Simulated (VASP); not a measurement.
# Sn (I4_1/amd) in VASP: single point with PBE

Aim: the single point of Sn with PBE.

Program: VASP 6.6.1. These are calculated values, not measurements. Logs are shortened: lines on timing, memory, paths and dates and some standing lists are left out, and cuts for length are marked.

## Step 1: The cell of the first run

The structure is tetragonal, space group I4_1/amd (No. 141). The conventional cell has a = 5.839 Å, b = 5.839 Å, c = 3.188 Å, α = 90.00°, β = 90.00°, γ = 90.00°. Within 4.0 Å of Sn (site symmetry -4m2) lie 10 Sn at 3.03 to 3.77 Å.

## Step 2: Single point, PBE

INCAR

```
SYSTEM = Sn
  PREC = Accurate
  ENCUT = 520
  EDIFF = 1E-6
  ISMEAR = -1
  SIGMA = 0.1
  LREAL = .FALSE.
  LASPH = .TRUE.
  NELM = 60
  ALGO = Normal
  ISIF = 2
  LWAVE = .FALSE.
  LCHARG = .FALSE.
  GGA = PE
  NBANDS = 21
```

KPOINTS

```
Automatic mesh
0
G
  10 10 10
  0 0 0
```

POSCAR

```
Sn
1.0
    4.4259279227      0.0000000298      0.0000000829
   -3.2780564857      2.9737490905      0.0000000829
   -0.5739357958     -1.4868747605      4.1289997731
Sn
2
Direct
    0.0000000000      0.0000000000      0.0000000000
    0.7500000000      0.2500000000      0.5000000000
```

Potentials or basis: VASP PAW PBE potentials, release 64 (Sn_d).

Run with:

```sh
cat potpaw_PBE.64/Sn_d/POTCAR > POTCAR
mpirun -np 1 vasp_std > vasp.out
```

OUTCAR:

```text
SYSTEM = Sn
   PREC = Accurate
   ENCUT = 520
   EDIFF = 1E-6
   ISMEAR = -1
   LREAL = .FALSE.
   LASPH = .TRUE.
   NELM = 60
   ISIF = 2
   GGA = PE

 ion  position               nearest neighbor table
   1  0.000  0.000  0.000-   2 3.03   2 3.03   2 3.03   2 3.03
   2  0.750  0.250  0.500-   1 3.03   1 3.03   1 3.03   1 3.03

  LATTYP: Found a body centered tetragonal cell.
 ALAT       =     5.8392875953
 C/A-ratio  =     0.5458884798

  Lattice vectors:

 A1 = (   4.4259279227,   0.0000000298,   0.0000000829)
 A2 = (  -3.2780564857,   2.9737490905,   0.0000000829)
 A3 = (  -0.5739357958,  -1.4868747605,   4.1289997731)

Analysis of symmetry for initial positions (statically):
=====================================================================
 Subroutine PRICEL returns:
 Original cell was already a primitive cell.

 Routine SETGRP: Setting up the symmetry group for a
 body centered tetragonal supercell.

 Subroutine GETGRP returns: Found 16 space group operations
 (whereof  8 operations were pure point group operations)
 out of a pool of 16 trial point group operations.

The static configuration has the point symmetry D_2d.
 The point group associated with its full space group is D_4h.

Analysis of symmetry for dynamics (positions and initial velocities):
=====================================================================
 Subroutine PRICEL returns:
 Original cell was already a primitive cell.

 Routine SETGRP: Setting up the symmetry group for a
 body centered tetragonal supercell.

 Subroutine GETGRP returns: Found 16 space group operations
 (whereof  8 operations were pure point group operations)
 out of a pool of 16 trial point group operations.

The dynamic configuration has the point symmetry D_2d.
 The point group associated with its full space group is D_4h.

 Subroutine INISYM returns: Found 16 space group operations
 (whereof  8 operations are pure point group operations),
 and found     1 'primitive' translations

----------------------------------------------------------------------------------------

                                     Primitive cell

  volume of cell :      54.3442

  direct lattice vectors                    reciprocal lattice vectors
     4.425927923  0.000000030  0.000000083     0.225941317  0.249062166  0.121094717
    -3.278056486  2.973749091  0.000000083    -0.000000005  0.336275841  0.121094717
    -0.573935796 -1.486874760  4.128999773    -0.000000005 -0.000000012  0.242189401

  length of vectors
     4.425927923  4.425927923  4.425927923     0.357414845  0.357414845  0.242189401

  position of ions in fractional coordinates (direct lattice)
     0.000000000  0.000000000  0.000000000
     0.750000000  0.250000000  0.500000000

  ion indices of the primitive-cell ions
   primitive index   ion index
                 1           1
                 2           2

----------------------------------------------------------------------------------------

 KPOINTS: Automatic mesh

Automatic generation of k-mesh.
 Grid dimensions read from file:
 generate k-points for:   10   10   10

 Generating k-lattice:

  Cartesian coordinates                     Fractional coordinates (reciprocal lattice)
     0.022594132  0.024906217  0.012109472     0.100000000 -0.000000000  0.000000000
    -0.000000000  0.033627584  0.012109472    -0.000000000  0.100000000  0.000000000
    -0.000000000 -0.000000001  0.024218940     0.000000000  0.000000000  0.100000000

  Length of vectors
     0.035741484  0.035741484  0.024218940

  Shift w.r.t. Gamma in fractional coordinates (k-lattice)
     0.000000000  0.000000000  0.000000000

 Subroutine IBZKPT returns following result:
 ===========================================

 Found    102 irreducible k-points:

 Following reciprocal coordinates:
            Coordinates               Weight
  0.000000  0.000000  0.000000      1.000000
  0.100000 -0.000000  0.000000      8.000000
  0.200000 -0.000000  0.000000      8.000000
  0.300000 -0.000000 -0.000000      8.000000
  0.400000 -0.000000  0.000000      8.000000
  0.500000 -0.000000  0.000000      4.000000
[... 16 lines left out ...]
  0.300000  0.300000 -0.000000      8.000000
  0.400000  0.300000 -0.000000     16.000000
 [... further k-points ...]
   k-points           NKPTS =    102   k-points in BZ     NKDIM =    102   number of bands    NBANDS=     21
   number of dos      NEDOS =    301   number of ions     NIONS =      2
   total plane-waves  NPLWV =  46656
   dimension x,y,z NGX =    36 NGY =   36 NGZ =   36
   dimension x,y,z NGXF=    72 NGYF=   72 NGZF=   72
   ions per type =               2
   NGX,Y,Z   is equivalent  to a cutoff of  13.52, 13.52, 13.52 a.u.
   NGXF,Y,Z  is equivalent  to a cutoff of  27.04, 27.04, 27.04 a.u.
 SYSTEM =  Sn
   PREC   = accura    normal or accurate (medium, high low for compatibility)
   ISTART =      0    job   : 0-new  1-cont  2-samecut
   ICHARG =      2    charge: 1-file 2-atom 10-const
   ISPIN  =      1    spin polarized calculation?
   LNONCOLLINEAR =      F non collinear calculations
   LSORBIT =      F    spin-orbit coupling
   LASPH  =      T    aspherical Exc in radial PAW
   ENCUT  =  520.0 eV  38.22 Ry    6.18 a.u.   8.23  8.23  8.23*2*pi/ulx,y,z
   NELM   =     60;   NELMIN=  2; NELMDL= -5     # of ELM steps
   EDIFF  = 0.1E-05   stopping-criterion for ELM
   LREAL  =      F    real-space projection
   EDIFFG = 0.1E-04   stopping-criterion for IOM
   NSW    =      0    number of steps for IOM
   IBRION =     -1    ionic relax: 0-MD 1-quasi-New 2-CG
   NFREE  =      0    steps in history (QN), initial steepest desc. (CG)
   ISIF   =      2    stress and relaxation
   ISYM   =      2    0-nonsym 1-usesym 2-fastsym
   POTIM  = 0.5000    time-step for ionic-motion
   TEBEG  =    0.0;   TEEND  =   0.0 temperature during run
   PSTRESS=    0.0 pullay stress
   NELECT =      28.0000    total number of electrons
   NUPDOWN=      -1.0000    fix difference up-down
   EMIN   =  10.00;   EMAX   =-10.00  energy-range for DOS
   EFERMI =   0.00;   METHOD = LEGACY
   ISMEAR =    -1;   SIGMA  =   0.10  broadening in eV -4-tet -1-fermi 0-gaus
   EFERMI_NEDOS =   21; number of points for ismear=-14 and -15
   IALGO  =     38    algorithm
   IMIX   =      4    mixing-type and parameters
     AMIX     =   0.40;   BMIX     =  1.00
     AMIX_MAG =   1.60;   BMIX_MAG =  1.00
  volume/ion in A,a.u.               =      27.17       183.37
  Fermi-wavevector in a.u.,A,eV,Ry     =   1.312431  2.480134 23.435681  1.722474
  Thomas-Fermi vector in A             =   2.442823
   LORBIT       =      0    0 simple, 1 ext, 2 COOP (PROOUT), +10 PAW based schemes
   GGA     = PE    functional components
   LHFCALC =     F    Hartree Fock is set to
   AEXX    =    0.0000 exact exchange contribution
   IVDW    =     0    specifies the selected vdW correction
   LEPSILON=     F    determine dielectric tensor
   LRPA    =     F    only Hartree local field effects (RPA)
 non-spin polarized calculation
  energy-cutoff  :      520.00
  volume of cell :       54.34
 maximum number of plane-waves:      1484
 NGX is ok and might be reduce to    36
   NGX = 17   NGY = 17   NGZ = 17

 number of electron      27.9999999 magnetization

 Free energy of the ion-electron system (eV)
  ---------------------------------------------------
  ext. energy  EPLUGINS =         0.00000000
  ---------------------------------------------------
  free energy    TOTEN  =        -7.60729272 eV

  energy without entropy =       -7.57657439  energy(sigma->0) =       -7.59193355

 E-fermi :   7.9912     XC(G=0): -10.2986

 val. band max:        7.9830886822   @ k =  -0.3000   0.5000   0.3000
 cond. band min:       7.9916984624   @ k =   0.2000   0.1000   0.0000
 fundamental gap:      0.0086097802
 Fermi energy:         7.9911637474

 k-point     1 :       0.0000    0.0000    0.0000
  band No.  band energies     occupation
      1     -13.6955      2.00000
      2     -13.6097      2.00000
      3     -13.5695      2.00000
      4     -13.5551      2.00000
      5     -13.4091      2.00000
      6     -13.4091      2.00000
[... 13 lines left out ...]
     20      17.8291      0.00000
     21      18.4866      0.00000

 k-point     2 :       0.1000   -0.0000    0.0000
  band No.  band energies     occupation
      1     -13.6892      2.00000
      2     -13.5904      2.00000
      3     -13.5623      2.00000
      4     -13.5328      2.00000
      5     -13.4225      2.00000
      6     -13.4195      2.00000
[... 13 lines left out ...]
     20      17.0393      0.00000
     21      17.1225      0.00000

 k-point     3 :       0.2000   -0.0000    0.0000
  band No.  band energies     occupation
      1     -13.6713      2.00000
      2     -13.5456      2.00000
      3     -13.5436      2.00000
      4     -13.4914      2.00000
      5     -13.4498      2.00000
      6     -13.4214      2.00000
[... 13 lines left out ...]
     20      15.6426      0.00000
     21      16.3890      0.00000

 k-point     4 :       0.3000   -0.0000   -0.0000
  band No.  band energies     occupation
      1     -13.6485      2.00000
      2     -13.5242      2.00000
      3     -13.5148      2.00000
      4     -13.4939      2.00000
      5     -13.4737      2.00000
      6     -13.4333      2.00000
[... 13 lines left out ...]
     20      14.7694      0.00000
     21      17.0791      0.00000

 k-point     5 :       0.4000   -0.0000    0.0000
  band No.  band energies     occupation
      1     -13.6296      2.00000
      2     -13.5305      2.00000
      3     -13.5264      2.00000
      4     -13.4992      2.00000
      5     -13.4701      2.00000
      6     -13.4503      2.00000
[... 13 lines left out ...]
     20      15.8031      0.00000
     21      18.2535      0.00000
[... 382 lines left out ...]
     20      17.8546      0.00000
     21      18.5321      0.00000

 k-point    22 :      -0.2000    0.2000   -0.0000
  band No.  band energies     occupation
      1     -13.6632      2.00000
      2     -13.6148      2.00000
      3     -13.5739      2.00000
      4     -13.5424      2.00000
      5     -13.4257      2.00000
      6     -13.3931      2.00000
[... 13 lines left out ...]
     20      17.9871      0.00000
     21      18.1264      0.00000

 k-point    23 :       0.3000    0.3000   -0.0000
  band No.  band energies     occupation
      1     -13.6180      2.00000
      2     -13.5516      2.00000
      3     -13.5114      2.00000
      4     -13.4924      2.00000
      5     -13.4659      2.00000
      6     -13.4030      2.00000
[... 13 lines left out ...]
     20      16.0264      0.00000
     21      17.7646      0.00000

 k-point    24 :       0.4000    0.3000   -0.0000
  band No.  band energies     occupation
      1     -13.5978      2.00000
      2     -13.5506      2.00000
      3     -13.5231      2.00000
      4     -13.4952      2.00000
      5     -13.4553      2.00000
      6     -13.3983      2.00000
[... 13 lines left out ...]
     20      17.1263      0.00000
     21      17.8885      0.00000

 [... further k-points ...]

------------------------ aborting loop because EDIFF is reached ----------------------------------------

  FORCE on cell =-STRESS in cart. coord.  units (eV):
  Direction    XX          YY          ZZ          XY          YZ          ZX
  --------------------------------------------------------------------------------------
  -------------------------------------------------------------------------------------
  Total        0.8744219      0.6224672      0.9185352     -0.1142827     -0.0000000     -0.0000000
  in kB       25.7797126     18.3515825     27.0802604     -3.3692822     -0.0000005     -0.0000002
  external PRESSURE =      23.7371852 kB  Pullay stress =       0.0000000 kB

 VOLUME and BASIS-vectors are now :
 -----------------------------------------------------------------------------
  energy-cutoff  :      520.00
  volume of cell :       54.34
      direct lattice vectors                 reciprocal lattice vectors
     4.425927923  0.000000030  0.000000083     0.225941317  0.249062166  0.121094717
    -3.278056486  2.973749091  0.000000083    -0.000000005  0.336275841  0.121094717
    -0.573935796 -1.486874760  4.128999773    -0.000000005 -0.000000012  0.242189401

 POSITION                                       TOTAL-FORCE (eV/Angst)
 -----------------------------------------------------------------------------------
      0.00000      0.00000      0.00000         0.000000      0.000000     -0.000000
      2.21296     -0.00000      2.06450        -0.000000     -0.000000      0.000000
 -----------------------------------------------------------------------------------
    total drift:                                0.000000     -0.000000      0.000000

  FREE ENERGIE OF THE ION-ELECTRON SYSTEM (eV)
  ---------------------------------------------------
  free  energy   TOTEN  =        -7.6072927164 eV

  energy  without entropy=       -7.5765743851  energy(sigma->0) =       -7.59193355
```

Wall time 1.9 min (1 thread of AMD EPYC 7R43 (Zen 3), shared host); peak memory 0.21 GiB.

Results:

* Free energy: -7.6073 eV
* Pressure: 2.4 GPa
* Band gap on the k mesh: zero (band 14 reaches 9.42 eV, above the bottom of band 15 at 5.54 eV)

Caveat: spin-orbit coupling is left out, which moves the levels of the heavy elements.
